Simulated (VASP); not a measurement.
# GaP (F-43m) in VASP: further runs

The runs below take GaP through single point, relaxation of cell and atoms, with PBE0, LDA, r2SCAN, PBE.

All numbers are computed with VASP 6.6.1; they aren't measurements. Logs are shortened: lines on timing, memory, paths and dates and some standing lists are left out, and cuts for length are marked.

**What was measured.**

From “Stacking defects in GaP nanowires: Electronic structure and optical properties”, 2018, arxiv:1810.01194, for a bulk crystal of GaP at 10 K: band gap 2.34 eV (indirect).

The runs below are set against these values where they give the same quantity.

## (1) The cell of the first run

It takes space group F-43m (No. 216, cubic). Conventional cell: a = 5.451 Å, b = 5.451 Å, c = 5.451 Å, α = 90.00°, β = 90.00°, γ = 90.00°. Within 3.1 Å of Ga (site symmetry -43m) lie 4 P at 2.36 Å. P (site symmetry -43m) has 4 Ga at 2.36 Å within 3.1 Å.

## (2) Single point, PBE0

Contents of POSCAR:

```
GaP
1.0
    0.0000000000      2.7254101929      2.7254101929
    2.7254101929      0.0000000000      2.7254101929
    2.7254101929      2.7254101929      0.0000000000
Ga P
1 1
Direct
    0.0000000000      0.0000000000      0.0000000000
    0.2500000000      0.2500000000      0.2500000000
```

Contents of INCAR.step1:

```
ALGO = Normal ; EDIFF = 1E-5
ENCUT = 520 ; GGA = PE
ISIF = 2 ; ISMEAR = 0
LASPH = True ; LREAL = False
LWAVE = True ; NBANDS = 16
NELM = 60 ; PREC = Accurate
SIGMA = 0.01
```

Contents of INCAR.step2:

```
AEXX = 0.25 ; ALGO = Normal
EDIFF = 1E-7 ; ENCUT = 520
GGA = PE ; ISIF = 2
ISMEAR = 0 ; ISTART = 1
LASPH = True ; LCHARG = True
LELF = True ; LHFCALC = True
LREAL = False ; LVHAR = True
LWAVE = False ; NBANDS = 16
NELM = 60 ; PREC = Accurate
PRECFOCK = Normal ; SIGMA = 0.01
```

Contents of KPOINTS:

```
k-points
0
Gamma
  6 6 6
```

Potentials or basis: VASP PAW PBE potentials, release 64 (Ga_d, P).

Run with:

```console
cat potpaw_PBE.64/Ga_d/POTCAR potpaw_PBE.64/P/POTCAR > POTCAR
cp INCAR.step1 INCAR
mpirun -np 1 vasp_std > vasp.out
cp INCAR.step2 INCAR
mpirun -np 1 vasp_std > vasp.out
```

OUTCAR:

```text
AEXX = 0.25
   EDIFF = 1E-7
   ENCUT = 520
   GGA = PE
   ISIF = 2
   ISMEAR = 0
   ISTART = 1
   LASPH = True
   LHFCALC = True
   LREAL = False
   NELM = 60
   PREC = Accurate
   PRECFOCK = Normal

 ion  position               nearest neighbor table
   1  0.000  0.000  0.000-   2 2.36   2 2.36   2 2.36   2 2.36
   2  0.250  0.250  0.250-   1 2.36   1 2.36   1 2.36   1 2.36

  LATTYP: Found a face centered cubic cell.
 ALAT       =     5.4508203858

  Lattice vectors:

 A1 = (   0.0000000000,   2.7254101929,   2.7254101929)
 A2 = (   2.7254101929,   0.0000000000,   2.7254101929)
 A3 = (   2.7254101929,   2.7254101929,   0.0000000000)

Analysis of symmetry for initial positions (statically):
=====================================================================
 Subroutine PRICEL returns:
 Original cell was already a primitive cell.

 Routine SETGRP: Setting up the symmetry group for a
 face centered cubic supercell.

 Subroutine GETGRP returns: Found 24 space group operations
 (whereof 24 operations were pure point group operations)
 out of a pool of 48 trial point group operations.

The static configuration has the point symmetry T_d .

Analysis of symmetry for dynamics (positions and initial velocities):
=====================================================================
 Subroutine PRICEL returns:
 Original cell was already a primitive cell.

 Routine SETGRP: Setting up the symmetry group for a
 face centered cubic supercell.

 Subroutine GETGRP returns: Found 24 space group operations
 (whereof 24 operations were pure point group operations)
 out of a pool of 48 trial point group operations.

The dynamic configuration has the point symmetry T_d .

 Subroutine INISYM returns: Found 24 space group operations
 (whereof 24 operations are pure point group operations),
 and found     1 'primitive' translations

----------------------------------------------------------------------------------------

                                     Primitive cell

  volume of cell :      40.4879

  direct lattice vectors                    reciprocal lattice vectors
     0.000000000  2.725410193  2.725410193    -0.183458623  0.183458623  0.183458623
     2.725410193  0.000000000  2.725410193     0.183458623 -0.183458623  0.183458623
     2.725410193  2.725410193  0.000000000     0.183458623  0.183458623 -0.183458623

  length of vectors
     3.854312058  3.854312058  3.854312058     0.317759655  0.317759655  0.317759655

  position of ions in fractional coordinates (direct lattice)
     0.000000000  0.000000000  0.000000000
     0.250000000  0.250000000  0.250000000

  ion indices of the primitive-cell ions
   primitive index   ion index
                 1           1
                 2           2

----------------------------------------------------------------------------------------

 KPOINTS: k-points

Automatic generation of k-mesh.
 Grid dimensions read from file:
 generate k-points for:    6    6    6

 Generating k-lattice:

  Cartesian coordinates                     Fractional coordinates (reciprocal lattice)
    -0.030576437  0.030576437  0.030576437     0.166666667  0.000000000  0.000000000
     0.030576437 -0.030576437  0.030576437     0.000000000  0.166666667  0.000000000
     0.030576437  0.030576437 -0.030576437     0.000000000  0.000000000  0.166666667

  Length of vectors
     0.052959943  0.052959943  0.052959943

  Shift w.r.t. Gamma in fractional coordinates (k-lattice)
     0.000000000  0.000000000  0.000000000

 Subroutine IBZKPT returns following result:
 ===========================================

 Found     16 irreducible k-points:

 Following reciprocal coordinates:
            Coordinates               Weight
  0.000000  0.000000  0.000000      1.000000
  0.166667  0.000000  0.000000      8.000000
  0.333333  0.000000  0.000000      8.000000
  0.500000  0.000000  0.000000      4.000000
  0.166667  0.166667  0.000000      6.000000
  0.333333  0.166667  0.000000     24.000000
[... 8 lines left out ...]
 -0.333333  0.333333  0.166667     24.000000
[... 43 lines left out ...]

 val. band max:        3.8622089061   @ k =   0.0000   0.0000   0.0000
 cond. band min:       6.8403552953   @ k =   0.5000   0.5000   0.0000
 fundamental gap:      2.9781463892
 Fermi energy:         3.9420679120

 k-point     1 :       0.0000    0.0000    0.0000
  band No.  band energies     occupation
      1     -13.2527      2.00000
      2     -13.2527      2.00000
      3     -13.2527      2.00000
      4     -13.1514      2.00000
      5     -13.1514      2.00000
      6     -10.0057      2.00000
[... 8 lines left out ...]
     15      15.5078      0.00000
     16      15.5078      0.00000

 k-point     2 :       0.1667    0.0000    0.0000
  band No.  band energies     occupation
      1     -13.2677      2.00000
      2     -13.2455      2.00000
      3     -13.2455      2.00000
      4     -13.1515      2.00000
      5     -13.1515      2.00000
      6      -9.6236      2.00000
[... 8 lines left out ...]
     15      14.5992      0.00000
     16      15.7185      0.00000

 k-point     3 :       0.3333    0.0000    0.0000
  band No.  band energies     occupation
      1     -13.2965      2.00000
      2     -13.2335      2.00000
      3     -13.2335      2.00000
      4     -13.1489      2.00000
      5     -13.1489      2.00000
      6      -8.5985      2.00000
[... 8 lines left out ...]
     15      15.3653      0.00000
     16      15.3653      0.00000

 k-point     4 :       0.5000    0.0000    0.0000
  band No.  band energies     occupation
      1     -13.3104      2.00000
      2     -13.2291      2.00000
      3     -13.2291      2.00000
      4     -13.1461      2.00000
      5     -13.1461      2.00000
      6      -7.7731      2.00000
[... 8 lines left out ...]
     15      17.6078      0.00000
     16      17.6078      0.00000
[... 172 lines left out ...]
 k-point    14 :       0.5000    0.3333    0.1667
  band No.  band energies     occupation
      1     -13.3175      2.00000
      2     -13.2207      2.00000
      3     -13.2107      2.00000
      4     -13.1643      2.00000
      5     -13.1424      2.00000
      6      -7.7523      2.00000
[... 8 lines left out ...]
     15      17.7357      0.00000
     16      19.3089      0.00000

 k-point    15 :      -0.3333    0.3333    0.1667
  band No.  band energies     occupation
      1     -13.3218      2.00000
      2     -13.2207      2.00000
      3     -13.2043      2.00000
      4     -13.1618      2.00000
      5     -13.1451      2.00000
      6      -7.0495      2.00000
[... 8 lines left out ...]
     15      18.4230      0.00000
     16      18.7386      0.00000

 k-point    16 :      -0.3333    0.5000    0.1667
  band No.  band energies     occupation
      1     -13.3324      2.00000
      2     -13.2107      2.00000
      3     -13.1960      2.00000
      4     -13.1711      2.00000
      5     -13.1402      2.00000
      6      -6.7231      2.00000
[... 8 lines left out ...]
     15      17.9057      0.00000
     16      19.6663      0.00000

------------------------ aborting loop because EDIFF is reached ----------------------------------------

  FORCE on cell =-STRESS in cart. coord.  units (eV):
  Direction    XX          YY          ZZ          XY          YZ          ZX
  --------------------------------------------------------------------------------------
  -------------------------------------------------------------------------------------
  Total        0.0703623      0.0703623      0.0703623     -0.0000000      0.0000000      0.0000000
  in kB        2.7843585      2.7843585      2.7843585     -0.0000000      0.0000000      0.0000000
  external PRESSURE =       2.7843585 kB  Pullay stress =       0.0000000 kB

 VOLUME and BASIS-vectors are now :
 -----------------------------------------------------------------------------
  energy-cutoff  :      520.00
  volume of cell :       40.49
      direct lattice vectors                 reciprocal lattice vectors
     0.000000000  2.725410193  2.725410193    -0.183458623  0.183458623  0.183458623
     2.725410193  0.000000000  2.725410193     0.183458623 -0.183458623  0.183458623
     2.725410193  2.725410193  0.000000000     0.183458623  0.183458623 -0.183458623

 POSITION                                       TOTAL-FORCE (eV/Angst)
 -----------------------------------------------------------------------------------
      0.00000      0.00000      0.00000         0.000000      0.000000      0.000000
      1.36271      1.36271      1.36271        -0.000000     -0.000000     -0.000000
 -----------------------------------------------------------------------------------
    total drift:                               -0.000005     -0.000010     -0.000005

  FREE ENERGIE OF THE ION-ELECTRON SYSTEM (eV)
  ---------------------------------------------------
  free  energy   TOTEN  =       -11.6840901831 eV

  energy  without entropy=      -11.6840901831  energy(sigma->0) =      -11.68409018
```

Run time: 1.7 h. Hardware: 1 thread of Intel Xeon 8259CL, shared host; peak memory 0.19 GiB.

Results:

```yaml
Free_energy: -11.6841 eV
Pressure: 0.3 GPa
Band_gap_on_the_k_mesh: 2.98 eV (least direct gap 3.47 eV)
```

Levels at points of the mesh, in eV from the valence-band top:
| k point | band 6 | band 7 | band 8 | band 9 | band 10 | band 11 | band 12 | band 13 |
| --- | --- | --- | --- | --- | --- | --- | --- | --- |
| (0.00, 0.00, 0.00) | -13.87 | 0.00 | 0.00 | 0.00 | 3.47 | 5.48 | 5.48 | 5.48 |
| (0.50, 0.00, 0.00) | -11.64 | -7.32 | -1.23 | -1.23 | 3.19 | 6.34 | 6.34 | 9.97 |
| (0.50, 0.50, 0.00) | -10.66 | -7.41 | -2.96 | -2.96 | 2.98 | 3.25 | 12.81 | 12.81 |

Caveat: the PAW data sets were made with another functional, which shifts forces and pressure a little.

## (3) Relaxation of cell and atoms, LDA

This run uses another cell than the first one, of 20.85 Å³/atom.

Contents of INCAR:

```
SYSTEM = GaP
PREC = Accurate ; ENCUT = 600
EDIFF = 1E-6 ; ISMEAR = -1
SIGMA = 0.02 ; LREAL = .False.
LASPH = .True. ; NELM = 80
ALGO = Normal ; ISIF = 3
LWAVE = .False. ; LCHARG = .False.
GGA = CA ; IBRION = 2
NSW = 80 ; EDIFFG = -0.005
```

Contents of KPOINTS:

```
regular mesh
0
Gamma
  8 8 8
  0 0 0
```

Contents of POSCAR:

```
GaP
1.0
    0.0000000000      2.7525368039      2.7525368039
    2.7525368039      0.0000000000      2.7525368039
    2.7525368039      2.7525368039      0.0000000000
Ga P
1 1
Direct
    0.0000000000      0.0000000000      0.0000000000
    0.2500000000      0.2500000000      0.2500000000
```

Potentials or basis: VASP PAW LDA potentials, release 64 (Ga_d, P).

Run with:

```console
cat potpaw_LDA.64/Ga_d/POTCAR potpaw_LDA.64/P/POTCAR > POTCAR
mpirun -np 1 vasp_std > vasp.out
```

Wall time 42 s (1 thread of Intel Xeon Platinum 8259CL at 2.50GHz (Skylake/Cascade Lake), shared host); peak memory 0.17 GiB.

The run converged. Its results:

```yaml
Free_energy: -10.4513 eV
Relaxed_volume: 19.61 Å³/atom
Relaxed_cell: a = 3.814 Å, b = 3.814 Å, c = 3.814 Å, α = 60.00°, β = 60.00°, γ = 60.00°
Space_group_after_relaxing_to_0.1_Å: F-43m (No. 216)
Energy_gained_by_relaxing: 19.9 meV/atom
Ionic_steps: 6
Pressure_after_relaxing: 0.0 GPa
Band_gap_on_the_k_mesh: 1.43 eV (least direct gap 1.90 eV)
```

Step by step:
| step | energy change (eV) | largest force (eV/Å) | pressure (GPa) | volume (Å³) |
| --- | --- | --- | --- | --- |
| 1 | 0.0000 | 0.0000 | -4.85 | 41.71 |
| 2 | -0.0287 | 0.0000 | 3.05 | 38.01 |
| 3 | -0.0398 | 0.0000 | -0.13 | 39.22 |
| 4 | -0.0398 | 0.0000 | 0.16 | 39.17 |
| 5 | -0.0398 | 0.0000 | -0.14 | 39.27 |
| 6 | -0.0398 | 0.0000 | 0.01 | 39.22 |

Final structure:
```yaml
crystal:
  lattice:
    - [0.00000, 2.69657, 2.69657]
    - [2.69657, 0.00000, 2.69657]
    - [2.69657, 2.69657, 0.00000]
  atoms:
    - { symbol: Ga, position: [0.00000, 0.00000, 0.00000] }
    - { symbol: P, position: [0.25000, 0.25000, 0.25000] }
```

Levels at points of the mesh, in eV from the valence-band top:
| k point | band 6 | band 7 | band 8 | band 9 | band 10 | band 11 | band 12 | band 13 |
| --- | --- | --- | --- | --- | --- | --- | --- | --- |
| (0.00, 0.00, 0.00) | -12.75 | 0.00 | 0.00 | 0.00 | 1.90 | 3.78 | 3.78 | 3.78 |
| (0.50, 0.00, 0.00) | -10.56 | -6.89 | -1.18 | -1.18 | 1.61 | 4.62 | 4.62 | 8.11 |
| (0.50, 0.50, 0.00) | -9.60 | -6.99 | -2.82 | -2.82 | 1.43 | 1.65 | 10.69 | 10.69 |

## (4) Relaxation of cell and atoms, r2SCAN

This run uses another cell than the first one, of 20.85 Å³/atom.

POSCAR is that of step 3.

Contents of INCAR.step1:

```
ALGO     = Normal         # electronic algorithm
EDIFF    = 1E-4           # SCF threshold, eV
ENCUT    = 600            # plane-wave cutoff, eV
GGA      = PE             # functional
ISMEAR   = -1             # smearing method
LASPH    = T              # aspherical terms in the spheres
LCHARG   = F              # write CHGCAR
LREAL    = F              # projectors in reciprocal space
LWAVE    = T              # write WAVECAR
NELM     = 60             # most SCF steps
PREC     = Accurate       # precision mode
SIGMA    = 0.02           # smearing width, eV
```

Contents of INCAR.step2:

```
ALGO     = Normal         # electronic algorithm
EDIFF    = 1E-6           # SCF threshold, eV
EDIFFG   = -0.005         # ionic threshold
ENCUT    = 600            # plane-wave cutoff, eV
IBRION   = 2              # ionic algorithm
ISIF     = 3              # what is computed and relaxed
ISMEAR   = -1             # smearing method
ISTART   = 1            
LASPH    = T              # aspherical terms in the spheres
LCHARG   = F              # write CHGCAR
LMIXTAU  = T            
LREAL    = F              # projectors in reciprocal space
LWAVE    = F              # write WAVECAR
METAGGA  = R2SCAN         # meta-GGA
NELM     = 60             # most SCF steps
NSW      = 80             # ionic steps
PREC     = Accurate       # precision mode
SIGMA    = 0.02           # smearing width, eV
```

Contents of KPOINTS:

```
k-points
0
Gamma
  8 8 8
```

Potentials or basis: VASP PAW PBE potentials, release 64 (Ga_d, P).

Run with:

```console
cat potpaw_PBE.64/Ga_d/POTCAR potpaw_PBE.64/P/POTCAR > POTCAR
cp INCAR.step1 INCAR
mpirun -np 1 vasp_std > vasp.out
cp INCAR.step2 INCAR
mpirun -np 1 vasp_std > vasp.out
```

It took 4.4 min on 1 thread of Intel Xeon Platinum 8259CL at 2.50GHz (Skylake/Cascade Lake), shared host; peak memory 0.2 GiB.

The run converged. Its results:

```yaml
Free_energy: -21.4647 eV
Relaxed_volume: 20.22 Å³/atom
Relaxed_cell: a = 3.853 Å, b = 3.853 Å, c = 3.853 Å, α = 60.00°, β = 60.00°, γ = 60.00°
Space_group_after_relaxing_to_0.1_Å: F-43m (No. 216)
Energy_gained_by_relaxing: 5.1 meV/atom
Ionic_steps: 8
Pressure_after_relaxing: 0.0 GPa
Band_gap_on_the_k_mesh: 1.90 eV (least direct gap 2.35 eV)
```

Step by step:
```csv
step,energy change (eV),largest force (eV/Å),pressure (GPa),volume (Å³)
1,0.0000,0.0000,-2.46,41.71
2,-0.0073,0.0000,1.49,39.81
3,-0.0103,0.0000,-0.77,40.44
4,-0.0099,0.0000,0.55,40.22
5,-0.0101,0.0000,0.23,40.31
6,-0.0102,0.0000,0.19,40.36
7,-0.0102,0.0000,0.07,40.40
8,-0.0103,0.0000,-0.02,40.45
```

Final structure:
```cif
data_structure
_symmetry_space_group_name_H-M 'P 1'
_symmetry_Int_Tables_number 1
_cell_length_a 3.8530
_cell_length_b 3.8530
_cell_length_c 3.8530
_cell_angle_alpha 60.000
_cell_angle_beta 60.000
_cell_angle_gamma 60.000
_cell_volume 40.45
loop_
_atom_site_label
_atom_site_type_symbol
_atom_site_fract_x
_atom_site_fract_y
_atom_site_fract_z
_atom_site_occupancy
Ga1 Ga 0.00000 0.00000 0.00000 1
P1 P 0.25000 0.25000 0.25000 1
```

Levels at points of the mesh, in eV from the valence-band top:
| k point | band 7 | band 8 | band 9 | band 10 | band 11 | band 12 |
| --- | --- | --- | --- | --- | --- | --- |
| (0.00, 0.00, 0.00) | 0.00 | 0.00 | 0.00 | 2.35 | 4.19 | 4.19 |
| (0.50, 0.00, 0.00) | -6.85 | -1.17 | -1.17 | 2.04 | 5.06 | 5.06 |
| (0.50, 0.50, 0.00) | -6.96 | -2.80 | -2.80 | 1.91 | 2.10 | 11.36 |

Caveat: the PAW data sets were made with another functional, which shifts forces and pressure a little. r2SCAN opens gaps a little over a GGA but as a rule still falls short of measured ones.

## (5) Single point, PBE, non-collinear spin, zero start, spin-orbit coupling

Contents of INCAR:

```
PREC = Accurate
ENCUT = 520
EDIFF = 1E-6
ISMEAR = 0
SIGMA = 0.01
LREAL = F
LASPH = T
NELM = 150
ALGO = Normal
ISIF = 2
LWAVE = F
LCHARG = F
LNONCOLLINEAR = T
MAGMOM = 0 0 0 0 0 0
LORBIT = 11
LSORBIT = T
GGA_COMPAT = F
LORBMOM = T
GGA = PE
NBANDS = 30
```

Contents of KPOINTS:

```
regular mesh
0
Gamma
  8 8 8
```

Contents of POSCAR:

```
GaP
1.0
    0.0000000000      2.7254101929      2.7254101929
    2.7254101929      0.0000000000      2.7254101929
    2.7254101929      2.7254101929      0.0000000000
Ga P
1 1
Direct
    0.0000000000      0.0000000000      0.0000000000
    0.2500000000      0.2500000000      0.2500000000
```

Run with:

```console
cat potpaw_PBE.64/Ga_d/POTCAR potpaw_PBE.64/P/POTCAR > POTCAR
mpirun -np 1 vasp_ncl > vasp.out
```

Run time: 2 min. Hardware: 1 thread of Intel Xeon Platinum 8259CL at 2.50GHz (Skylake/Cascade Lake), shared host; peak memory 0.32 GiB.

Results (log left out):

```
Free energy                                           : -9.1225 eV
Pressure                                              : 2.4 GPa
Net moment                                            : 0.00 μB per cell
Valence electrons inside the program's atomic spheres : Ga 11.72; P 2.54
```

Moments on the atoms (μB; x, y, z):
```
Ga  0.00 0.00 0.00
P   0.00 0.00 0.00
```

## (6) Overview

| task | level | potentials or basis | spin | cell | k mesh | cutoff (eV) | smearing | grid for exact exchange (PRECFOCK) | share of exact exchange | gap on the mesh (eV) | pressure (GPa) | relaxed volume (Å³/atom) |
| --- | --- | --- | --- | --- | --- | --- | --- | --- | --- | --- | --- | --- |
| single point | PBE0 | VASP PAW PBE potentials, release 64 (Ga_d, P) | off | a = 3.854 Å, angles 60.0°, 2 atoms | 6 × 6 × 6 | 520 | gaussian 0.01 eV | Normal | 0.25 | 2.98 | 0.3 | - |
| relaxation of cell and atoms | LDA | VASP PAW LDA potentials, release 64 (Ga_d, P) | off | relaxed from a = 3.893 Å, angles 60.0°, 2 atoms | 8 × 8 × 8 | 600 | fermi-dirac 0.02 eV | - | - | 1.43 | 0.0 | 19.61 |
| relaxation of cell and atoms | r2SCAN | VASP PAW PBE potentials, release 64 (Ga_d, P) | off | relaxed from a = 3.893 Å, angles 60.0°, 2 atoms | 8 × 8 × 8 | 600 | fermi-dirac 0.02 eV | - | - | 1.90 | 0.0 | 20.22 |
| single point | PBE | VASP PAW PBE potentials, release 64 (Ga_d, P) | non-collinear, zero start, SOC | a = 3.854 Å, angles 60.0°, 2 atoms | 8 × 8 × 8 | 520 | gaussian 0.01 eV | - | - | - | 2.4 | - |

Caveats: the PAW data sets were made with another functional, which shifts forces and pressure a little (at least some runs).

Absolute energies hang on the potentials; compare differences alone.

## (7) Against experiment

Step 2. Measured gap of GaP: 2.34 eV (indirect; 10 K; quoted in “Stacking defects in GaP nanowires: Electronic structure and optical properties”, 2018, arxiv:1810.01194). This calculation gives 2.98 eV (+0.64 eV). Spin-orbit coupling on Ga is left out. The value is that of PBE0 on a finite k mesh, which can miss the band edges, without temperature or zero-point motion.
